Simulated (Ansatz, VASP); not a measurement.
# Two plane-wave programs on Al2GaAs3

```xyz
6
Lattice="4.0540 0.0000 0.0000 -2.0270 3.5108 0.0000 0.0000 0.0000 9.9348" Properties=species:S:1:pos:R:3 pbc="T T T"
Al    0.0000    2.3405    6.6238
Al    2.0270    1.1703    3.3152
Ga    0.0000    0.0000    9.9307
As    0.0000    0.0000    7.4427
As    0.0000    2.3405    4.1398
As    2.0270    1.1703    0.8361
```

Alike in both runs: functional PBE; k mesh 12 × 12 × 4; occupations gaussian, width 0.02 eV; no spin polarisation.

Ansatz relaxed the structure, and its values are those at the end. VASP's run is a single point on that final structure, the one shown.

|  | VASP | Ansatz |
| --- | --- | --- |
| version | VASP 6.6.1 | Ansatz 0.2.0 |
| potentials or method | VASP PAW PBE potentials, release 64 (Al, Ga_d, As), cutoff 520 eV | scalar-relativistic, plane waves, PAW |
| valence electrons in the cell | 34 | 64 |

VASP gave:

| Quantity | Value |
| --- | --- |
| gap on the k mesh at the Fermi level (eV) | 0.95 |
| least direct gap on the mesh (eV) | 0.95 |
| pressure (GPa) | 0.2 |
| rms of the force components (eV/Å) | 0.004 |

Which values does Ansatz return?

gap on the k mesh at the Fermi level (eV): 0.95; least direct gap on the mesh (eV): 0.95; pressure (GPa): 0.0; rms of the force components (eV/Å): 0.004.

The functional is the same, so the differences come from potentials, cutoffs and numerics. VASP's potentials hold 34 valence electrons a cell and Ansatz's 64, so a difference there can come from the potentials and not from the codes.
